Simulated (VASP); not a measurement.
Wanted: the native input for a VASP 6.6.1 run.

- Task: single point
- Functional: BLYP
- Potentials or basis: VASP PAW PBE potentials, release 64 (Ti_sv, O)
- Cutoff: 520 eV
- k mesh: 10 × 10 × 10
- Occupations: fermi-dirac, width 0.05 eV
- Spin: no spin polarisation
- Dipole correction: no
- Further INCAR settings: ALGO = Normal; EDIFF = 1e-07; NBANDS = 33

The structure of TiO2 lies in POSCAR:

```
TiO2
1.0
   -1.8665279463      1.8665279463      4.6930042805
    1.8665279463     -1.8665279463      4.6930042805
    1.8665279463      1.8665279463     -4.6930042805
Ti O
2 4
Direct
    0.7500000000      0.2500000000      0.5000000000
    0.0000000000      0.0000000000      0.0000000000
    0.7919000000      0.7919000000      0.0000000000
    0.5419000000      0.0419000000      0.5000000000
    0.9581000000      0.4581000000      0.5000000000
    0.2081000000      0.2081000000      0.0000000000
```

These files were run (other wordings do the same):

INCAR

```
SYSTEM = TiO2
PREC = Accurate
ENCUT = 520
EDIFF = 1E-7
ISMEAR = -1
SIGMA = 0.05
LREAL = .False.
LASPH = .True.
NELM = 60
ALGO = Normal
ISIF = 2
LWAVE = .False.
LCHARG = .False.
GGA = B5
ALDAX = 1.0
AGGAX = 1.0
AGGAC = 1.0
ALDAC = 0.0
NBANDS = 33
```

KPOINTS

```
regular mesh
0
Gamma
  10 10 10
  0 0 0
```

Potentials or basis: VASP PAW PBE potentials, release 64 (Ti_sv, O).

Command:

```bash
$ cat potpaw_PBE.64/Ti_sv/POTCAR potpaw_PBE.64/O/POTCAR > POTCAR
$ mpirun -np 1 vasp_std > vasp.out
```

It gave:

```json
{
 "Pressure": "22.0 GPa",
 "Largest force": "0.488 eV/Å",
 "Band gap on the k mesh": "2.20 eV (least direct gap 2.53 eV)"
}
```

Caveat: the cell stands under pressure; the PAW data sets were made with another functional, which shifts forces and pressure a little.

Run time: 3.1 min on 1 thread of Intel(R) Xeon(R) 6975P-C (Granite Rapids) (shared host), peak memory 0.35 GiB.
